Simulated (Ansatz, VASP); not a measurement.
Zn2Ga in VASP and in Ansatz

Contents of INCAR:

```
SYSTEM = Zn2Ga
PREC = Accurate ; ENCUT = 600
EDIFF = 1E-6 ; ISMEAR = 0
SIGMA = 0.1 ; LREAL = .False.
LASPH = .True. ; NELM = 60
ALGO = Fast ; ISIF = 3
LWAVE = .False. ; LCHARG = .False.
GGA = PE ; IBRION = 2
NSW = 90 ; EDIFFG = -0.04
```

Contents of KPOINTS:

```
Automatic mesh
0
Gamma
  6 6 6
  0 0 0
```

Contents of POSCAR:

```
Zn2Ga
1.0
   -1.9434154998      1.9434154998      3.1874012568
    1.9434154998     -1.9434154998      3.1874012568
    1.9434154998      1.9434154998     -3.1874012568
Zn Ga
2 1
Direct
    0.5930000000      0.5930000000      0.0000000000
    0.4070000000      0.4070000000      0.0000000000
    0.0000000000      0.0000000000      0.0000000000
```

Input for Ansatz:

```yaml
crystal:
  lattice:
    - [-1.9434154998, 1.9434154998, 3.1874012568]
    - [1.9434154998, -1.9434154998, 3.1874012568]
    - [1.9434154998, 1.9434154998, -3.1874012568]
  atoms:
    - { symbol: Zn, position: [0.593, 0.593, 0.0] }
    - { symbol: Zn, position: [0.407, 0.407, 0.0] }
    - { symbol: Ga, position: [0.0, 0.0, 0.0] }
basis:
  ecutwfc: 420
kpoints:
  mp_grid: { grid: [6, 6, 6] }
hamiltonian:
  xc: pbe
scf:
  occupations: { method: gaussian, width: 0.1 }
  lower_state_search: "off"
output:
  forces: true
  stress: true
  eigenvalues: true
relax:
  adjacent_minimum: "off"
  f_tol: 0.04
  max_steps: 70
  cell: { stress_tol: 0.4 }
```

Alike in both runs: task relaxation of cell and atoms; functional PBE; k mesh 6 × 6 × 6; occupations gaussian, width 0.1 eV; no spin polarisation.

|  | VASP | Ansatz |
| --- | --- | --- |
| version | VASP 6.6.1 | Ansatz 0.2.0 |
| potentials or method | VASP PAW PBE potentials, release 64 (Zn, Ga_d), cutoff 600 eV | scalar-relativistic, plane waves, PAW |
| valence electrons in the cell | 37 | 37 |

Ansatz gave:

```
gap on the k mesh at the Fermi level, each at its own relaxed structure (eV) : none
relaxed volume (Å³/atom)                                                     : 16.81
relaxed length of the cell vector where the two differ most in proportion (Å)              : 4.586
```

**Question.** Which values does VASP return?

**Answer.** gap on the k mesh at the Fermi level, each at its own relaxed structure (eV): none; relaxed volume (Å³/atom): 16.77; relaxed length of the cell vector where the two differ most in proportion (Å): 4.584.

A gap of «none» marks a metal or a gap that the smearing closes.

The k mesh is coarse, so the values compare programs but aren't converged.
